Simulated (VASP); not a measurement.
A run of VASP 6.6.1:

The input INCAR:

```
SYSTEM = Ga4AsP3
PREC = Accurate
ENCUT = 520
EDIFF = 1E-7
ISMEAR = 0
SIGMA = 0.05
LREAL = .False.
LASPH = .True.
NELM = 100
ALGO = Normal
ISIF = 2
LWAVE = .False.
LCHARG = .False.
GGA = PS
NBANDS = 46
```

KPOINTS

```
Automatic mesh
0
Gamma
  4 3 2
  0 0 0
```

File POSCAR:

```
Ga4AsP3
1.0
    2.8300000000     -2.8300000000      0.0000000000
    0.0000000000      0.0000000000      5.6600000000
   -5.3692650000     -5.3692650000      0.0000000000
Ga P As
4 3 1
Direct
    0.0220300000      0.9998090000      0.0022870000
    0.9928130000      0.0136050000      0.5059220000
    0.4832280000      0.5074420000      0.7643460000
    0.5077550000      0.5024450000      0.2647450000
    0.9920750000      0.2610850000      0.7590340000
    0.0099820000      0.2390340000      0.2624810000
    0.4850650000      0.7318810000      0.5084970000
    0.4845020000      0.7438210000      0.9988730000
```

Potentials or basis: VASP PAW PBE potentials, release 64 (Ga_d, P, As).

Launch:

```console
$ cat potpaw_PBE.64/Ga_d/POTCAR potpaw_PBE.64/P/POTCAR potpaw_PBE.64/As/POTCAR > POTCAR
$ mpirun -np 1 vasp_std > vasp.out
```

Hardware: 1 thread of Intel Xeon 8259CL (shared host).

Question: Estimate the wall time of this run.

Answer: Wall time 4.1 min on 1 thread of Intel Xeon 8259CL (shared host), peak memory 0.3 GiB. Counts: scf iterations 16, k points 14.
